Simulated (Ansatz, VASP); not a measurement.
**Ga in VASP and in Ansatz**

```
Ga
1.0
     4.80174    0.00000    0.00000
    -2.40087    4.15843    0.00000
     0.00000    0.00000    2.88076
Ga
3
Direct
  0.00000 0.00000 0.00000
  0.33333 0.66667 0.50000
  0.66667 0.33333 0.50000
```

Alike in both runs: functional PBE; k mesh 6 × 6 × 6; occupations gaussian, width 0.1 eV; no spin polarisation.

Ansatz relaxed the structure, and its values are those at the end. VASP's run is a single point on that final structure, the one shown.

|  | VASP | Ansatz |
| --- | --- | --- |
| version | VASP 6.6.1 | Ansatz 0.2.0 |
| potentials or method | VASP PAW PBE potentials, release 64 (Ga_d), cutoff 520 eV | scalar-relativistic, plane waves, PAW |
| valence electrons in the cell | 39 | 39 |

```tsv
	VASP	Ansatz	Ansatz less VASP
gap on the k mesh at the Fermi level (eV)	none	none	-
pressure (GPa)	0.1	0.0	-0.07
```

A gap of «none» marks a metal or a gap that the smearing closes.

The k mesh is coarse, so the values compare programs but aren't converged.
